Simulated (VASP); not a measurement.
A run of VASP 6.6.1 is set up as follows.

INCAR

```
PREC = Accurate
ENCUT = 520
EDIFF = 1E-7
ISMEAR = 0
SIGMA = 0.1
LREAL = False
LASPH = True
NELM = 100
ALGO = Normal
ISIF = 2
LWAVE = False
LCHARG = True
GGA = PE
LELF = True
LVHAR = True
NBANDS = 33
```

KPOINTS

```
regular mesh
0
Gamma
  4 4 4
```

POSCAR

```
Ca
1.0
    6.2390009492      0.0000000000      0.0000000000
    0.0000000000      6.2390009492      0.0000000000
    0.0000000000      0.0000000000      6.2390009492
Ca
5
Direct
    0.2013073406      0.2013073406      0.2013073406
    0.2013073406      0.7986926594      0.7986926594
    0.7986926594      0.2013073406      0.7986926594
    0.7986926594      0.7986926594      0.2013073406
    0.5000000000      0.5000000000      0.5000000000
```

Potentials or basis: VASP PAW PBE potentials, release 64 (Ca_sv).

Command:

```sh
$ cat potpaw_PBE.64/Ca_sv/POTCAR > POTCAR
$ mpirun -np 1 vasp_std > vasp.out
```

(1) Estimate the pressure.

(2) Estimate the largest force.

(3) Estimate the band gap on the k mesh.

## Answers

(1) 0.2 GPa.

(2) 0.018 eV/Å.

(3) zero (bands 25 and 26 overlap by 0.72 eV).
